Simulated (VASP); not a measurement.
Write the native input for VASP 6.6.1 that does the following.

| Property | Result |
| --- | --- |
| Task | single point |
| Functional | LDA |
| Potentials or basis | VASP PAW LDA potentials, release 64 (Ta_pv, N) |
| Cutoff | 520 eV |
| k mesh | 18 × 18 × 10 |
| Occupations | gaussian, width 0.15 eV |
| Spin | no spin polarisation |
| Dipole correction | no |
| Further INCAR settings | ALGO = Normal; EDIFF = 1e-07; NBANDS = 20 |

The structure of Ta2N lies in POSCAR:

```
Ta2N
1.0
    3.1447949734      0.0000000000      0.0000000000
   -1.5723974867      2.7234723367      0.0000000000
    0.0000000000      0.0000000000      4.5379391466
Ta N
2 1
Direct
    0.6666666667      0.3333333333      0.7466885012
    0.3333333333      0.6666666667      0.2533114988
    0.0000000000      0.0000000000      0.0000000000
```

The input as run:

INCAR

```
PREC = Accurate
ENCUT = 520
EDIFF = 1E-7
ISMEAR = 0
SIGMA = 0.15
LREAL = False
LASPH = True
NELM = 100
ALGO = Normal
ISIF = 2
LWAVE = False
LCHARG = True
LELF = True
LVHAR = True
NBANDS = 20
```

KPOINTS

```
regular mesh
0
Gamma
  18 18 10
```

Potentials or basis: VASP PAW LDA potentials, release 64 (Ta_pv, N).

Command:

```sh
$ cat potpaw_LDA.64/Ta_pv/POTCAR potpaw_LDA.64/N/POTCAR > POTCAR
$ mpirun -np 1 vasp_std > vasp.out
```

It gave:

```
Pressure               : 2.4 GPa
Largest force          : 0.534 eV/Å
Band gap on the k mesh : zero (an odd number of electrons rules out a gap without spin polarisation)
```

Caveat: spin-orbit coupling is left out, which moves the levels of the heavy elements.

Wall time 99 s on 1 thread of Intel(R) Xeon(R) 6975P-C (Granite Rapids), on a shared host, peak memory 0.32 GiB.
